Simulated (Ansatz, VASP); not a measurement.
## Two plane-wave programs on SiO2

The input POSCAR:

```
SiO2
1.0
    4.9837826537      0.0000000000      0.0000000000
   -2.4918913269      4.3160823851      0.0000000000
    0.0000000000      0.0000000000      5.5410855913
Si O
3 6
Direct
    0.0000000000      0.5000000000      0.3333333333
    0.5000000000      0.5000000000      0.6666666667
    0.5000000000      0.0000000000      0.0000000000
    0.5834989524      0.7917494762      0.8333333333
    0.7917494762      0.5834989524      0.5000000000
    0.7917494762      0.2082505238      0.1666666667
    0.4165010476      0.2082505238      0.8333333333
    0.2082505238      0.4165010476      0.5000000000
    0.2082505238      0.7917494762      0.1666666667
```

The input INCAR.step1:

```
  PREC = Accurate
  ENCUT = 520
  ISMEAR = 0
  SIGMA = 0.05
  LREAL = F
  LASPH = T
  NELM = 60
  NBANDS = 34
  GGA = PE
  ALGO = Normal
  EDIFF = 1E-4
  LWAVE = T
  LCHARG = F
```

The input INCAR.step2:

```
  PREC = Accurate
  ENCUT = 520
  EDIFF = 1E-7
  ISMEAR = 0
  SIGMA = 0.05
  LREAL = F
  LASPH = T
  NELM = 60
  ALGO = Normal
  ISIF = 2
  LWAVE = F
  LCHARG = F
  METAGGA = R2SCAN
  LMIXTAU = T
  NBANDS = 34
  ISTART = 1
```

KPOINTS

```
Automatic mesh
0
Gamma
  6 6 4
```

Input for Ansatz:

```yaml
crystal:
  lattice:
    - [4.9837826537, 0.0, 0.0]
    - [-2.4918913269, 4.3160823851, 0.0]
    - [0.0, 0.0, 5.5410855913]
  atoms:
    - { symbol: Si, position: [0.0, 0.5, 0.3333333333] }
    - { symbol: Si, position: [0.5, 0.5, 0.6666666667] }
    - { symbol: Si, position: [0.5, 0.0, 0.0] }
    - { symbol: O, position: [0.5834989524, 0.7917494762, 0.8333333333] }
    - { symbol: O, position: [0.7917494762, 0.5834989524, 0.5] }
    - { symbol: O, position: [0.7917494762, 0.2082505238, 0.1666666667] }
    - { symbol: O, position: [0.4165010476, 0.2082505238, 0.8333333333] }
    - { symbol: O, position: [0.2082505238, 0.4165010476, 0.5] }
    - { symbol: O, position: [0.2082505238, 0.7917494762, 0.1666666667] }
basis:
  ecutwfc: 500
kpoints:
  mp_grid: { grid: [6, 6, 4] }
hamiltonian:
  xc: r2scan
scf:
  occupations: { method: gaussian, width: 0.05 }
output:
  forces: true
  stress: true
  eigenvalues: true
```

Change from the starting cell: strain -0.0150 x Voigt [1, 1, 0, 0, 0, 0], atoms carried along.

Alike in both runs: task single point; functional r2SCAN; k mesh 6 × 6 × 4; occupations gaussian, width 0.05 eV; no spin polarisation.

```csv
,VASP,Ansatz
version,VASP 6.6.1,Ansatz 0.2.0
potentials or method,"VASP PAW PBE potentials, release 64 (Si, O), cutoff 520 eV","scalar-relativistic, plane waves, PAW"
valence electrons in the cell,48,48
```

|  | VASP | Ansatz | Ansatz less VASP |
| --- | --- | --- | --- |
| gap on the k mesh at the Fermi level (eV) | 6.43 | 6.43 | +0.004 |
| least direct gap on the mesh (eV) | 6.59 | 6.60 | +0.001 |
| pressure (GPa) | 6.2 | 6.0 | -0.19 |
| traceless stress, the component that is largest in VASP (GPa) | -0.64 | -0.68 | -0.042 |
| rms of the force components (eV/Å) | 0.122 | 0.128 | +0.0055 |

VASP's potentials were made for PBE, not for r2SCAN. Atom by atom the forces differ by 0.005 eV/Å (rms over components).
